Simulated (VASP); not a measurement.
Write the native input for VASP 6.6.1 that does the following.

```yaml
Task: single point
Functional: LDA
Potentials_or_basis: VASP PAW LDA potentials, release 64 (Ca_sv, Mg)
Cutoff: 520 eV
k_mesh: 12 × 12 × 12
Occupations: gaussian, width 0.15 eV
Spin: no spin polarisation
Dipole_correction: no
Further_INCAR_settings: ALGO = Normal; EDIFF = 1e-07; NBANDS = 13
```

The structure of CaMg lies in POSCAR:

```
CaMg
1.0
    3.7618148612      0.0000000000      0.0000000000
    0.0000000000      3.7618148612      0.0000000000
    0.0000000000      0.0000000000      3.7618148612
Ca Mg
1 1
Direct
    0.0085505821      0.0000000000      0.0000000000
    0.4859004225      0.5000000000      0.5000000000
```

This cell differs from its parent crystal: atoms displaced along a vibrational mode, the cell strained.

The input as run:

INCAR

```
SYSTEM = CaMg
  ALGO = Normal
  EDIFF = 1E-7
  ENCUT = 520
  ISIF = 2
  ISMEAR = 0
  LASPH = .True.
  LCHARG = .True.
  LELF = .True.
  LREAL = .False.
  LVHAR = .True.
  LWAVE = .False.
  NBANDS = 13
  NELM = 100
  PREC = Accurate
  SIGMA = 0.15
```

KPOINTS

```
k-points
0
Gamma
  12 12 12
  0 0 0
```

Potentials or basis: VASP PAW LDA potentials, release 64 (Ca_sv, Mg).

Command:

```bash
$ cat potpaw_LDA.64/Ca_sv/POTCAR potpaw_LDA.64/Mg/POTCAR > POTCAR
$ mpirun -np 1 vasp_std > vasp.out
```

Results of the run:

```
Pressure               : 2.5 GPa
Largest force          : 0.263 eV/Å
Band gap on the k mesh : zero (bands 6 and 7 overlap by 1.35 eV)
```

Caveat: the cell differs from its parent crystal (atoms displaced along a vibrational mode, the cell strained).

It took 45 s on 1 thread of Intel(R) Xeon(R) 6975P-C (Granite Rapids) (shared host), peak memory 0.26 GiB.
